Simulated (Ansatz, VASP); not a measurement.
## Two plane-wave programs on HC4

File INCAR:

```
ALGO = Normal
DIPOL = 0.5 0.5 0.262
EDIFF = 1E-7
ENCUT = 520
GGA = PE
IDIPOL = 3
ISIF = 2
ISMEAR = 0
IVDW = 12
LASPH = T
LCHARG = F
LDIPOL = T
LREAL = F
LWAVE = F
NBANDS = 28
NELM = 60
PREC = Accurate
SIGMA = 0.1
```

File KPOINTS:

```
k-points
0
Gamma
  6 6 1
```

The input POSCAR:

```
HC4
1.0
    4.9313048819      0.0000000000      0.0000000000
   -2.4656524409      4.2706353015      0.0000000000
    0.0000000000      0.0000000000     18.0000331942
C H
8 2
Direct
    0.3333333333      0.1666666667      0.2222236565
    0.3333333333      0.6666666667      0.2222236565
    0.8333333333      0.1666666667      0.2222236565
    0.8333333333      0.6666666667      0.2222236565
    0.1666666667      0.3333333333      0.2222218124
    0.1666666667      0.8333333333      0.2222218124
    0.6666666667      0.3333333333      0.2222218124
    0.6666666667      0.8333333333      0.2222218124
    0.2401531283      0.1666666667      0.4222232877
    0.4265135384      0.1666666667      0.4222232877
```

Input for Ansatz:

```yaml
crystal:
  lattice:
    - [4.9313048819, 0.0, 0.0]
    - [-2.4656524409, 4.2706353015, 0.0]
    - [0.0, 0.0, 18.0000331942]
  atoms:
    - { symbol: C, position: [0.3333333333, 0.1666666667, 0.2222236565] }
    - { symbol: C, position: [0.3333333333, 0.6666666667, 0.2222236565] }
    - { symbol: C, position: [0.8333333333, 0.1666666667, 0.2222236565] }
    - { symbol: C, position: [0.8333333333, 0.6666666667, 0.2222236565] }
    - { symbol: C, position: [0.1666666667, 0.3333333333, 0.2222218124] }
    - { symbol: C, position: [0.1666666667, 0.8333333333, 0.2222218124] }
    - { symbol: C, position: [0.6666666667, 0.3333333333, 0.2222218124] }
    - { symbol: C, position: [0.6666666667, 0.8333333333, 0.2222218124] }
    - { symbol: H, position: [0.2401531283, 0.1666666667, 0.4222232877] }
    - { symbol: H, position: [0.4265135384, 0.1666666667, 0.4222232877] }
basis:
  ecutwfc: 420
kpoints:
  mp_grid: { grid: [6, 6, 1] }
hamiltonian:
  xc: pbe
  pseudopotentials: { kind: paw, azcp: { folder: soft_1 } }
  dispersion: d3bj
scf:
  occupations: { method: gaussian, width: 0.1 }
output:
  forces: true
  eigenvalues: true
efield:
  axis: 3
  dipole_correction: true
  ramp_width: 0.04
```

Alike in both runs: task single point; functional PBE; dispersion D3(BJ); k mesh 6 × 6 × 1; occupations gaussian, width 0.1 eV; no spin polarisation.

|  | VASP | Ansatz |
| --- | --- | --- |
| version | VASP 6.6.1 | Ansatz 0.2.0 |
| potentials or method | VASP PAW PBE potentials, release 64 (C, H), cutoff 520 eV | scalar-relativistic, plane waves, PAW |
| valence electrons in the cell | 34 | 34 |

|  | VASP | Ansatz | Ansatz less VASP |
| --- | --- | --- | --- |
| gap on the k mesh at the Fermi level (eV) | none | none | - |
| least direct gap on the mesh (eV) | 0.00 | 0.00 | 0.000 |
| rms of the force components (eV/Å) | 0.889 | 0.889 | 0.0000 |

Atom by atom the forces differ by 0.000 eV/Å (rms over components). A gap of «none» marks a metal or a gap that the smearing closes.

A gap of «none» marks a metal or a gap under the smearing width.
